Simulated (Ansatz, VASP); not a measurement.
One calculation of GaN, two programs

File POSCAR:

```
GaN
1.0
    0.0000000000      2.2489418147      2.2489418147
    2.2489418147      0.0000000000      2.2489418147
    2.2489418147      2.2489418147      0.0000000000
Ga N
1 1
Direct
    0.0000000000      0.0000000000      0.0000000000
    0.2500000000      0.2500000000      0.2500000000
```

Contents of INCAR.step1:

```
SYSTEM = GaN
ALGO = Normal
EDIFF = 1E-5
ENCUT = 910
GGA = PE
GGA_COMPAT = .FALSE.
ISMEAR = 0
LASPH = .TRUE.
LCHARG = .FALSE.
LREAL = .FALSE.
LWAVE = .TRUE.
NBANDS = 16
NELM = 120
PREC = Accurate
SIGMA = 0.01
```

The input INCAR.step2:

```
SYSTEM = GaN
ALGO = Normal
EDIFF = 1E-6
ENCUT = 910
GGA_COMPAT = .FALSE.
ISIF = 2
ISMEAR = 0
ISTART = 1
LASPH = .TRUE.
LCHARG = .FALSE.
LMIXTAU = .TRUE.
LREAL = .FALSE.
LWAVE = .FALSE.
METAGGA = R2SCAN
NBANDS = 16
NELM = 120
PREC = Accurate
SIGMA = 0.01
```

Contents of KPOINTS:

```
k-points
0
G
  10 10 10
  0 0 0
```

Input for Ansatz:

```yaml
crystal:
  lattice:
    - [0.0, 2.24894181469, 2.24894181469]
    - [2.24894181469, 0.0, 2.24894181469]
    - [2.24894181469, 2.24894181469, 0.0]
  atoms:
    - { symbol: Ga, position: [0.0, 0.0, 0.0] }
    - { symbol: "N", position: [0.25, 0.25, 0.25] }
kpoints:
  mp_grid: { grid: [10, 10, 10] }
scf:
  occupations: { method: fixed }
hamiltonian:
  xc: r2scan
  pseudopotentials: { kind: paw }
output:
  forces: true
  stress: true
  eigenvalues: true
  eigenstates:
    nscf_kmesh: { grid: [16, 16, 16] }
    de_dk: true
    e_range: [-9, 12.16833030474]
  optics:
    e_range: [0, 20]
    de: 0.2
    sigma: 0.1
    bands: { spectra_wanted_up_to: 20 }
    nscf_kmesh: { grid: [16, 16, 16] }
checkpoint:
  write: ck
  write_wavefunctions: false
```

Alike in both runs: task single point; functional r2SCAN; k mesh 10 × 10 × 10; no spin polarisation.

```csv
,VASP,Ansatz
version,VASP 6.6.1,Ansatz 0.2.0
potentials or method,"VASP PAW PBE potentials, release 64 (Ga_d, N_h)","PAW with Ansatz's default frozen-core files, scalar-relativistic"
plane-wave cutoff (eV),910,500
occupations,"gaussian, width 0.01 eV",fixed
valence electrons in the cell,18,18
```

VASP gave:

```
gap on the k mesh at the Fermi level (eV) : 2.16
```

Estimate Ansatz's values.

gap on the k mesh at the Fermi level (eV): 2.17.

VASP's potentials were made for PBE, not for r2SCAN.

Noted on VASP's run: the cutoff is short for stress, so the pressure is rough.
